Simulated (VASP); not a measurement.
## Ti: relaxation of cell and atoms with PBE

Ti:

```
Ti
1.0
     0.00000    8.45116    8.45116
     8.45116    0.00000    8.45116
     8.45116    8.45116    0.00000
Ti
8
Cartesian
  1.0916 7.3596 7.3596
  3.1340 3.1340 3.1340
  5.3172 5.3172 3.1340
  5.3172 3.1340 5.3172
  7.3596 1.0916 7.3596
  1.0916 1.0916 1.0916
  7.3596 7.3596 1.0916
  3.1340 5.3172 5.3172
```

The cell was generated, and may not be a known phase.

- Program: VASP 6.6.1
- Task: relaxation of cell and atoms
- Functional: PBE
- Potentials or basis: VASP PAW PBE potentials, release 64 (Ti_sv)
- Cutoff: 600 eV
- k mesh: 2 × 2 × 2
- Occupations: gaussian, width 0.1 eV
- Spin: no spin polarisation
- Dipole correction: no
- Further INCAR settings: ALGO = Normal; EDIFF = 1e-06; IBRION = 2; EDIFFG = -0.04; NSW = 90; ISIF = 3

- Relaxed volume: 91.92 Å³/atom
- Relaxed cell: a = 10.131 Å, b = 10.131 Å, c = 10.131 Å, α = 60.00°, β = 60.00°, γ = 60.00°
- Space group after relaxing (to 0.1 Å): Fd-3m (No. 227)
- Energy gained by relaxing: 717.4 meV/atom
- Ionic steps: 10
- Pressure after relaxing: 0.0 GPa
- Largest force after relaxing: 0.027 eV/Å
- Band gap on the k mesh: zero (bands 48 and 49 overlap by 0.04 eV)

Forces on the atoms (eV/Å):
```
Ti  -0.015  0.015  0.015
Ti   0.015  0.015  0.015
Ti  -0.015 -0.015  0.015
Ti  -0.015  0.015 -0.015
Ti   0.015 -0.015  0.015
Ti  -0.015 -0.015 -0.015
Ti   0.015  0.015 -0.015
Ti   0.015 -0.015 -0.015
```

The path:
```csv
step,energy change (eV),largest force (eV/Å),pressure (GPa),volume (Å³)
1,0.0000,2.3912,-2.21,1207.20
2,-5.4251,0.7581,-0.87,879.42
3,-5.6678,0.2018,-0.08,820.76
4,-5.6651,0.0725,-0.19,827.53
5,-5.6775,0.0247,-0.21,819.82
6,-5.6992,0.0850,-0.25,801.96
7,-5.7122,0.2917,-0.32,767.02
8,-5.7232,0.2322,-0.25,759.55
9,-5.7377,0.0925,-0.08,742.86
10,-5.7392,0.0267,0.00,735.36
```

Final structure:
```
Ti
1.0
     0.00000    7.16400    7.16400
     7.16400    0.00000    7.16400
     7.16400    7.16400    0.00000
Ti
8
Direct
  0.81324 0.06225 0.06225
  0.18775 0.18775 0.18775
  0.18775 0.18775 0.43676
  0.18775 0.43676 0.18775
  0.06225 0.81324 0.06225
  0.06225 0.06225 0.06225
  0.06225 0.06225 0.81324
  0.43676 0.18775 0.18775
```

Levels at points of the mesh, in eV from the Fermi level:
```csv
k point,band 45,band 46,band 47,band 48,band 49,band 50
"(0.00, 0.00, 0.00)",-0.36,-0.11,-0.11,0.05,0.05,0.16
"(0.50, 0.00, 0.00)",-0.15,-0.07,-0.04,-0.04,0.05,0.05
"(0.50, 0.50, 0.00)",-0.09,-0.09,0.00,0.00,0.02,0.02
```

Run time: 62 min on 1 thread of AMD EPYC 9R45 96-Core Processor (Zen 5) (shared host), peak memory 1.8 GiB.

Caveat: the volume moved by over 15 % at a fixed basis, so the end points are rough.
